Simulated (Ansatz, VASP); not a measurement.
## SrTiO3: VASP beside Ansatz

```
Sr Ti O
1.0
     3.90500   -0.01953   -0.01953
    -0.01953    3.90500   -0.01953
    -0.01953   -0.01953    3.90500
Sr Ti O
1 1 3
Direct
  0.00000 0.00000 0.00000
  0.50000 0.50000 0.50000
  0.00000 0.50000 0.50000
  0.50000 0.00000 0.50000
  0.50000 0.50000 0.00000
```

Change from the starting cell: equal xy, yz and zx shear strains of -1 %, crystal datasets.

Alike in both runs: task electric field gradients; functional PBEsol; k mesh 7 × 7 × 7; occupations fermi-dirac, width 0.05 eV; no spin polarisation.

```csv
,VASP,Ansatz
version,VASP 6.6.1,Ansatz 0.2.0
potentials or method,"VASP PAW PBE potentials, release 64 (Sr_sv, Ti_sv, O), cutoff 520 eV","all-electron PAW with datasets made for the crystal, scalar-relativistic"
```

|  | VASP | Ansatz | Ansatz less VASP |
| --- | --- | --- | --- |
| gap on the k mesh at the Fermi level (eV) | 1.82 | 1.85 | +0.026 |
| pressure (GPa) | -1.3 | -1.9 | -0.68 |
| traceless stress, the component that is largest in VASP (GPa) | 1.13 | 1.13 | -0.004 |
| size of Vzz on the site where it differs most (V/Å²) | 9.7 | 10.5 | +0.81 |

VASP's potentials were made for PBE, not for PBEsol. Ansatz ran all-electron here, and VASP with PAW potentials.
